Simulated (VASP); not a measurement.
Here is a VASP 6.6.1 calculation.

The input INCAR:

```
PREC = Accurate ; ENCUT = 520
EDIFF = 1E-7 ; ISMEAR = 0
SIGMA = 0.01 ; LREAL = False
LASPH = True ; NELM = 100
ALGO = Normal ; ISIF = 2
LWAVE = False ; LCHARG = False
GGA = CA ; NBANDS = 26
```

File KPOINTS:

```
Automatic mesh
0
Gamma
  6 6 4
```

File POSCAR:

```
CdSe
1.0
    4.1621409016      0.0000000000      0.0000000000
   -2.0810704508      3.6045197549      0.0000000000
    0.0000000000      0.0000000000      7.0253072809
Cd Se
2 2
Direct
    0.3333333333      0.6666666667      0.0048579434
    0.6666666667      0.3333333333      0.5048579434
    0.3333333333      0.6666666667      0.3801420566
    0.6666666667      0.3333333333      0.8801420566
```

Potentials or basis: VASP PAW LDA potentials, release 64 (Cd, Se).

Run with:

```sh
$ cat potpaw_LDA.64/Cd/POTCAR potpaw_LDA.64/Se/POTCAR > POTCAR
$ mpirun -np 1 vasp_std > vasp.out
```

Task: What does it give for the pressure?

Result: 2.4 GPa.

Task: Predict the band gap on the k mesh.

Result: 0.51 eV, direct.

Stress tensor (GPa, compression positive):
```
3.65 0.00 0.00
0.00 3.65 0.00
0.00 0.00 0.01
```

Caveat: the cell differs from its parent crystal (in-plane strain -0.02).
